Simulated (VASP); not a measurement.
Wanted: the native input for a VASP 6.6.1 run.

```
Task                   : single point
Functional             : PBEsol
Potentials or basis    : VASP PAW PBE potentials, release 64 (Br)
Cutoff                 : 520 eV
k mesh                 : 14 × 14 × 8
Occupations            : fermi-dirac, width 0.1 eV
Spin                   : no spin polarisation
Dipole correction      : no
Further INCAR settings : ALGO = Normal; EDIFF = 1e-06; NBANDS = 14
```

The structure of Br lies in POSCAR:

```
Br
1.0
    2.9082168249      0.0000000000      0.0000000000
   -1.4541084125      2.5185896501      0.0000000000
    0.0000000000      0.0000000000      4.2493761482
Br
2
Direct
    0.3333333333      0.6666666667      0.2500000000
    0.6666666667      0.3333333333      0.7500000000
```

This cell differs from its parent crystal: volume scaled by 0.6.

The input as run:

INCAR

```
PREC = Accurate
ENCUT = 520
EDIFF = 1E-6
ISMEAR = -1
SIGMA = 0.1
LREAL = False
LASPH = True
NELM = 80
ALGO = Normal
ISIF = 2
LWAVE = False
LCHARG = True
GGA = PS
LELF = True
LVHAR = True
NBANDS = 14
```

KPOINTS

```
regular mesh
0
Gamma
  14 14 8
```

Potentials or basis: VASP PAW PBE potentials, release 64 (Br).

The run is started by

```bash
$ cat potpaw_PBE.64/Br/POTCAR > POTCAR
$ mpirun -np 1 vasp_std > vasp.out
```

Results of the run:

```yaml
Pressure: 53.5 GPa
Band_gap_on_the_k_mesh: zero (band 7 reaches 10.40 eV, above the bottom of band 8 at 5.97 eV)
```

Caveat: the PAW data sets were made with another functional, which shifts forces and pressure a little.

Run time: 18 s on 1 thread of Intel(R) Xeon(R) 6975P-C (Granite Rapids), on a shared host, peak memory 0.17 GiB.
